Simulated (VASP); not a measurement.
Runs of VASP 6.6.1 on Co. The structure is that of space group Fm-3m (No. 225), or close to it. The cells are those of the table. 

| spin | cell | k mesh | smearing | gap on the mesh (eV) | pressure (GPa) | moment (μB) |
| --- | --- | --- | --- | --- | --- | --- |
| off | a = 2.459 Å, angles 60.0°, 1 atom | 25 × 25 × 25 | fermi-dirac 0.1 eV | none | -0.6 | - |
| off | a = 2.459 Å, angles 60.0°, 1 atom | 15 × 15 × 15 | fermi-dirac 0.1 eV | none | -0.6 | - |
| collinear, ferromagnetic start | a = 2.507 Å, angles 60.0°, 1 atom | 15 × 15 × 15 | fermi-dirac 0.05 eV | none | -0.5 | 1.67 |
| collinear, ferromagnetic start | a = 2.572 Å, angles 60.0°, 1 atom | 17 × 17 × 17 | fermi-dirac 0.05 eV | none | -12.9 | 1.71 |
| collinear, ferromagnetic start | a = 2.507 Å, angles 60.0°, 1 atom | 17 × 17 × 17 | fermi-dirac 0.05 eV | none | (a) | 1.67 |

Alike in all rows: task single point; level revPBE; potentials or basis VASP PAW PBE potentials, release 64 (Co); cutoff (eV) 520.

Fill in the values left out.

(a) -0.4.

Caveats: the PAW data sets were made with another functional, which shifts forces and pressure a little.

A gap of «none» marks levels without a gap at the run's occupations.
